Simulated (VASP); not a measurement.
# Pb (P6_3/mmc) in VASP: further runs

Pb is run at these levels: PBEsol; tasks: electric field gradients.

Everything below comes from runs of VASP 6.6.1. Logs are shortened: lines on timing, memory, paths and dates and some standing lists are left out, and cuts for length are marked.

### 1 The cell of the first run

The structure is hexagonal, space group P6_3/mmc (No. 194). The conventional cell has a = 3.480 Å, b = 3.480 Å, c = 5.478 Å, α = 90.00°, β = 90.00°, γ = 120.00°. Pb (site symmetry -6m2) has 12 Pb at 3.40 to 3.48 Å within 4.5 Å.

This isn't the form of Pb at room conditions, which is fcc.

### 2 Electric field gradients, PBEsol (zz strain of -2 %)

The input, INCAR:

```
ALGO = Normal
EDIFF = 1E-8
ENCUT = 520
GGA = PS
ISIF = 2
ISMEAR = -1
LASPH = True
LCHARG = False
LEFG = True
LREAL = False
LWAVE = False
NBANDS = 21
NELM = 60
PREC = Accurate
SIGMA = 0.05
```

The input, KPOINTS:

```
k-points
0
Gamma
  12 12 7
```

The input, POSCAR:

```
Pb
1.0
    3.4800006906      0.0000000000      0.0000000000
   -1.7400003453      3.0137690032      0.0000000000
    0.0000000000      0.0000000000      5.4782000000
Pb
2
Direct
    0.3333333333      0.6666666667      0.2500000000
    0.6666666667      0.3333333333      0.7500000000
```

Potentials or basis: VASP PAW PBE potentials, release 64 (Pb_d).

The run is started by

```bash
> cat potpaw_PBE.64/Pb_d/POTCAR > POTCAR
> mpirun -np 1 vasp_std > vasp.out
```

OUTCAR:

```text
EDIFF = 1E-8
   ENCUT = 520
   GGA = PS
   ISIF = 2
   ISMEAR = -1
   LASPH = True
   LREAL = False
   NELM = 60
   PREC = Accurate

 ion  position               nearest neighbor table
   1  0.333  0.667  0.250-   2 3.40   2 3.40   2 3.40   2 3.40   2 3.40   2 3.40
   2  0.667  0.333  0.750-   1 3.40   1 3.40   1 3.40   1 3.40   1 3.40   1 3.40

  LATTYP: Found a hexagonal cell.
 ALAT       =     3.4800006906
 C/A-ratio  =     1.5741950899

  Lattice vectors:

 A1 = (   3.4800006906,   0.0000000000,   0.0000000000)
 A2 = (  -1.7400003453,   3.0137690032,   0.0000000000)
 A3 = (   0.0000000000,   0.0000000000,   5.4782000000)

Analysis of symmetry for initial positions (statically):
=====================================================================
 Subroutine PRICEL returns:
 Original cell was already a primitive cell.

 Routine SETGRP: Setting up the symmetry group for a
 hexagonal supercell.

 Subroutine GETGRP returns: Found 24 space group operations
 (whereof 12 operations were pure point group operations)
 out of a pool of 24 trial point group operations.

The static configuration has the point symmetry D_3d.
 The point group associated with its full space group is D_6h.

Analysis of symmetry for dynamics (positions and initial velocities):
=====================================================================
 Subroutine PRICEL returns:
 Original cell was already a primitive cell.

 Routine SETGRP: Setting up the symmetry group for a
 hexagonal supercell.

 Subroutine GETGRP returns: Found 24 space group operations
 (whereof 12 operations were pure point group operations)
 out of a pool of 24 trial point group operations.

The dynamic configuration has the point symmetry D_3d.
 The point group associated with its full space group is D_6h.

 Subroutine INISYM returns: Found 24 space group operations
 (whereof 12 operations are pure point group operations),
 and found     1 'primitive' translations

----------------------------------------------------------------------------------------

                                     Primitive cell

  volume of cell :      57.4549

  direct lattice vectors                    reciprocal lattice vectors
     3.480000691  0.000000000  0.000000000     0.287356265  0.165905217  0.000000000
    -1.740000345  3.013769003  0.000000000     0.000000000  0.331810434  0.000000000
     0.000000000  0.000000000  5.478200000     0.000000000  0.000000000  0.182541711

  length of vectors
     3.480000691  3.480000691  5.478200000     0.331810434  0.331810434  0.182541711

  position of ions in fractional coordinates (direct lattice)
     0.333333333  0.666666667  0.250000000
     0.666666667  0.333333333  0.750000000

  ion indices of the primitive-cell ions
   primitive index   ion index
                 1           1
                 2           2

----------------------------------------------------------------------------------------

 KPOINTS: k-points

Automatic generation of k-mesh.
 Grid dimensions read from file:
 generate k-points for:   12   12    7

 Generating k-lattice:

  Cartesian coordinates                     Fractional coordinates (reciprocal lattice)
     0.023946355  0.013825435  0.000000000     0.083333333 -0.000000000  0.000000000
     0.000000000  0.027650869  0.000000000     0.000000000  0.083333333  0.000000000
     0.000000000  0.000000000  0.026077387     0.000000000  0.000000000  0.142857143

  Length of vectors
     0.027650869  0.027650869  0.026077387

  Shift w.r.t. Gamma in fractional coordinates (k-lattice)
     0.000000000  0.000000000  0.000000000

 Subroutine IBZKPT returns following result:
 ===========================================

 Found     76 irreducible k-points:

 Following reciprocal coordinates:
            Coordinates               Weight
  0.000000  0.000000  0.000000      1.000000
  0.083333 -0.000000  0.000000      6.000000
  0.166667 -0.000000  0.000000      6.000000
  0.250000 -0.000000  0.000000      6.000000
  0.333333  0.000000  0.000000      6.000000
  0.416667  0.000000  0.000000      6.000000
[... 16 lines left out ...]
  0.250000 -0.000000  0.142857     12.000000
  0.333333  0.000000  0.142857     12.000000
 [... further k-points ...]
   k-points           NKPTS =     76   k-points in BZ     NKDIM =     76   number of bands    NBANDS=     21
   number of dos      NEDOS =    301   number of ions     NIONS =      2
   total plane-waves  NPLWV =  32928
   dimension x,y,z NGX =    28 NGY =   28 NGZ =   42
   dimension x,y,z NGXF=    56 NGYF=   56 NGZF=   84
   ions per type =               2
   NGX,Y,Z   is equivalent  to a cutoff of  13.38, 13.38, 12.75 a.u.
   NGXF,Y,Z  is equivalent  to a cutoff of  26.75, 26.75, 25.49 a.u.
 SYSTEM =  unknown system
   PREC   = accura    normal or accurate (medium, high low for compatibility)
   ISTART =      0    job   : 0-new  1-cont  2-samecut
   ICHARG =      2    charge: 1-file 2-atom 10-const
   ISPIN  =      1    spin polarized calculation?
   LNONCOLLINEAR =      F non collinear calculations
   LSORBIT =      F    spin-orbit coupling
   LASPH  =      T    aspherical Exc in radial PAW
   ENCUT  =  520.0 eV  38.22 Ry    6.18 a.u.   6.47  6.47 10.19*2*pi/ulx,y,z
   NELM   =     60;   NELMIN=  2; NELMDL= -5     # of ELM steps
   EDIFF  = 0.1E-07   stopping-criterion for ELM
   LREAL  =      F    real-space projection
   EDIFFG = 0.1E-06   stopping-criterion for IOM
   NSW    =      0    number of steps for IOM
   IBRION =     -1    ionic relax: 0-MD 1-quasi-New 2-CG
   NFREE  =      0    steps in history (QN), initial steepest desc. (CG)
   ISIF   =      2    stress and relaxation
   ISYM   =      2    0-nonsym 1-usesym 2-fastsym
   POTIM  = 0.5000    time-step for ionic-motion
   TEBEG  =    0.0;   TEEND  =   0.0 temperature during run
   PSTRESS=    0.0 pullay stress
   NELECT =      28.0000    total number of electrons
   NUPDOWN=      -1.0000    fix difference up-down
   EMIN   =  10.00;   EMAX   =-10.00  energy-range for DOS
   EFERMI =   0.00;   METHOD = LEGACY
   ISMEAR =    -1;   SIGMA  =   0.05  broadening in eV -4-tet -1-fermi 0-gaus
   EFERMI_NEDOS =   21; number of points for ismear=-14 and -15
   IALGO  =     38    algorithm
   IMIX   =      4    mixing-type and parameters
     AMIX     =   0.40;   BMIX     =  1.00
     AMIX_MAG =   1.60;   BMIX_MAG =  1.00
  volume/ion in A,a.u.               =      28.73       193.86
  Fermi-wavevector in a.u.,A,eV,Ry     =   1.288304  2.434542 22.581969  1.659728
  Thomas-Fermi vector in A             =   2.420266
   LORBIT       =      0    0 simple, 1 ext, 2 COOP (PROOUT), +10 PAW based schemes
   GGA     = PS    functional components
   LHFCALC =     F    Hartree Fock is set to
   AEXX    =    0.0000 exact exchange contribution
   IVDW    =     0    specifies the selected vdW correction
   LEPSILON=     F    determine dielectric tensor
   LRPA    =     F    only Hartree local field effects (RPA)
 non-spin polarized calculation
  energy-cutoff  :      520.00
  volume of cell :       57.45
 maximum number of plane-waves:      1572
 NGX is ok and might be reduce to    28
   NGX = 13   NGY = 13   NGZ = 21

 number of electron      27.9999997 magnetization

 Free energy of the ion-electron system (eV)
  ---------------------------------------------------
  ext. energy  EPLUGINS =         0.00000000
  ---------------------------------------------------
  free energy    TOTEN  =        -7.94848979 eV

  energy without entropy =       -7.94071556  energy(sigma->0) =       -7.94460267

 E-fermi :   7.7072     XC(G=0): -10.6056

 val. band max:        7.7023904607   @ k =   0.4167   0.1667   0.0000
 cond. band min:       7.7215202221   @ k =   0.4167   0.0833   0.1429
 fundamental gap:      0.0191297614
 Fermi energy:         7.7072451533

 k-point     1 :       0.0000    0.0000    0.0000
  band No.  band energies     occupation
      1      -9.3708      2.00000
      2      -9.3002      2.00000
      3      -9.2877      2.00000
      4      -9.2877      2.00000
      5      -9.2587      2.00000
      6      -9.2587      2.00000
[... 13 lines left out ...]
     20      16.6351      0.00000
     21      19.2411      0.00000

 k-point     2 :       0.0833   -0.0000    0.0000
  band No.  band energies     occupation
      1      -9.3652      2.00000
      2      -9.3157      2.00000
      3      -9.2702      2.00000
      4      -9.2655      2.00000
      5      -9.2546      2.00000
      6      -9.2508      2.00000
[... 13 lines left out ...]
     20      17.2461      0.00000
     21      18.7960      0.00000

 k-point     3 :       0.1667   -0.0000    0.0000
  band No.  band energies     occupation
      1      -9.3796      2.00000
      2      -9.3086      2.00000
      3      -9.2749      2.00000
      4      -9.2701      2.00000
      5      -9.2559      2.00000
      6      -9.2223      2.00000
[... 13 lines left out ...]
     20      18.0337      0.00000
     21      18.4189      0.00000

 k-point     4 :       0.2500   -0.0000    0.0000
  band No.  band energies     occupation
      1      -9.4173      2.00000
      2      -9.3116      2.00000
      3      -9.2951      2.00000
      4      -9.2945      2.00000
      5      -9.2395      2.00000
      6      -9.1567      2.00000
[... 13 lines left out ...]
     20      17.1679      0.00000
     21      18.6172      0.00000

 k-point     5 :       0.3333    0.0000    0.0000
  band No.  band energies     occupation
      1      -9.4545      2.00000
      2      -9.3522      2.00000
      3      -9.3183      2.00000
      4      -9.3014      2.00000
      5      -9.2062      2.00000
      6      -9.1360      2.00000
[... 13 lines left out ...]
     20      16.5276      0.00000
     21      18.4185      0.00000
[... 382 lines left out ...]
     20      17.1969      0.00000
     21      18.7647      0.00000

 k-point    22 :       0.1667   -0.0000    0.1429
  band No.  band energies     occupation
      1      -9.3777      2.00000
      2      -9.3083      2.00000
      3      -9.2961      2.00000
      4      -9.2778      2.00000
      5      -9.2544      2.00000
      6      -9.2037      2.00000
[... 13 lines left out ...]
     20      17.5187      0.00000
     21      17.9984      0.00000

 k-point    23 :       0.2500   -0.0000    0.1429
  band No.  band energies     occupation
      1      -9.4131      2.00000
      2      -9.3296      2.00000
      3      -9.2962      2.00000
      4      -9.2872      2.00000
      5      -9.2301      2.00000
      6      -9.1578      2.00000
[... 13 lines left out ...]
     20      16.6013      0.00000
     21      17.9802      0.00000

 k-point    24 :       0.3333    0.0000    0.1429
  band No.  band energies     occupation
      1      -9.4479      2.00000
      2      -9.3679      2.00000
      3      -9.3050      2.00000
      4      -9.3038      2.00000
      5      -9.1988      2.00000
      6      -9.1623      2.00000
[... 13 lines left out ...]
     20      15.9873      0.00000
     21      18.5674      0.00000

 [... further k-points ...]

------------------------ aborting loop because EDIFF is reached ----------------------------------------

  FORCE on cell =-STRESS in cart. coord.  units (eV):
  Direction    XX          YY          ZZ          XY          YZ          ZX
  --------------------------------------------------------------------------------------
  -------------------------------------------------------------------------------------
  Total        0.5626559      0.5626559      0.8161432      0.0000000      0.0000000     -0.0000000
  in kB       15.6901202     15.6901202     22.7588209      0.0000000      0.0000000     -0.0000000
  external PRESSURE =      18.0463538 kB  Pullay stress =       0.0000000 kB

 VOLUME and BASIS-vectors are now :
 -----------------------------------------------------------------------------
  energy-cutoff  :      520.00
  volume of cell :       57.45
      direct lattice vectors                 reciprocal lattice vectors
     3.480000691  0.000000000  0.000000000     0.287356265  0.165905217  0.000000000
    -1.740000345  3.013769003  0.000000000     0.000000000  0.331810434  0.000000000
     0.000000000  0.000000000  5.478200000     0.000000000  0.000000000  0.182541711

 POSITION                                       TOTAL-FORCE (eV/Angst)
 -----------------------------------------------------------------------------------
     -0.00000      2.00918      1.36955         0.000000     -0.000000      0.000000
      1.74000      1.00459      4.10865        -0.000000      0.000000      0.000000
 -----------------------------------------------------------------------------------
    total drift:                               -0.000000      0.000000     -0.000000

  FREE ENERGIE OF THE ION-ELECTRON SYSTEM (eV)
  ---------------------------------------------------
  free  energy   TOTEN  =        -7.9484897867 eV

  energy  without entropy=       -7.9407155610  energy(sigma->0) =       -7.94460267

 Electric field gradients (V/A^2)
---------------------------------------------------------------------
 ion       V_xx      V_yy      V_zz      V_xy      V_xz      V_yz
---------------------------------------------------------------------
   1       8.956     8.955   -17.911    -0.000     0.000    -0.000
   2       8.956     8.955   -17.911    -0.000    -0.000     0.000
---------------------------------------------------------------------

 Electric field gradients after diagonalization (V/A^2)
 (convention: |V_zz| > |V_xx| > |V_yy|)
----------------------------------------------------------------------
 ion       V_xx      V_yy      V_zz     asymmetry (V_yy - V_xx)/ V_zz
----------------------------------------------------------------------
   1       8.956     8.955   -17.911       0.000
   2       8.956     8.955   -17.911       0.000
----------------------------------------------------------------------

           NMR quadrupolar parameters

 Cq : quadrupolar parameter    Cq=e*Q*V_zz/h
 eta: asymmetry parameters     (V_yy - V_xx)/ V_zz
 Q  : nuclear electric quadrupole moment in mb (millibarn)
----------------------------------------------------------------------
 ion       Cq(MHz)       eta       Q (mb)
----------------------------------------------------------------------
   1      -0.043       0.000       1.000
   2      -0.043       0.000       1.000
----------------------------------------------------------------------
```

Wall time 33 s (1 thread of Intel Xeon 6975P-C (Granite Rapids), shared host); peak memory 0.21 GiB.

What came out:

```yaml
Free_energy: -7.9485 eV
Pressure: 1.8 GPa
Band_gap_on_the_k_mesh: zero (bands 14 and 15 overlap by 7.67 eV)
Largest_electric_field_gradient_by_atom: Pb -17.9 V/Å²
```

Levels at points of the mesh, in eV from the Fermi level:
```csv
k point,band 10,band 11,band 12,band 13,band 14,band 15,band 16,band 17,band 18,band 19
"(0.00, 0.00, 0.00)",-16.72,-12.14,-7.84,-4.39,5.44,5.44,7.46,7.46,8.65,8.70
"(0.50, 0.00, 0.00)",-16.69,-8.55,-7.24,-2.85,-1.31,-0.58,1.80,1.81,5.92,6.07
```

Electric field gradients, principal values (V/Å²):
```tsv
atom	least	middle	greatest (by size)
1 Pb	8.955	8.956	-17.911
2 Pb	8.955	8.956	-17.911
```

Caveat: the cell differs from its parent crystal (zz strain of -2 %); without QUAD_EFG the Cq values of the log hold for a quadrupole moment of 1 mb, not for the nuclei; the PAW data sets were made with another functional, which shifts forces and pressure a little; spin-orbit coupling is left out, which moves the levels of the heavy elements.

[end of part 1 of 2]
